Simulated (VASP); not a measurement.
Runs of VASP 6.6.1 on Hf. The structure is that of space group P6_3/mmc (No. 194), or close to it. The cells are those of the table. 

```tsv
task	cell	k mesh	cutoff (eV)	gap on the mesh (eV)	pressure (GPa)
relaxation of shape and atoms at fixed volume	relaxed from a = 3.106, b = 3.106, c = 4.911 Å, angles 90.0, 90.0, 120.0°, 2 atoms	15 × 15 × 8	600	none	11.4
relaxation of shape and atoms at fixed volume	relaxed from a = 3.268, b = 3.268, c = 5.167 Å, angles 90.0, 90.0, 120.0°, 2 atoms	15 × 15 × 8	600	none	-6.1
single point	a = 3.137, b = 3.137, c = 4.971 Å, angles 90.0, 90.0, 120.0°, 2 atoms	18 × 18 × 8	520	none	(a)
single point	a = 3.176, b = 3.176, c = 5.481 Å, angles 90.0, 90.0, 120.0°, 2 atoms	15 × 15 × 8	520	none	-6.2
single point	a = 3.170, b = 3.170, c = 5.023 Å, angles 90.0, 90.0, 120.0°, 2 atoms	18 × 18 × 8	520	none	3.1
```

Alike in all rows: level PBE; potentials or basis VASP PAW PBE potentials, release 64 (Hf_pv); no spin polarisation; smearing gaussian 0.1 eV.

Task: Estimate the missing entries.

Result: (a) 6.9.

Caveats: spin-orbit coupling is left out, which moves the levels of the heavy elements.

A k mesh can miss the band edges, and the runs leave out spin-orbit coupling on Hf.

A gap of «none» marks levels without a gap at the run's occupations.
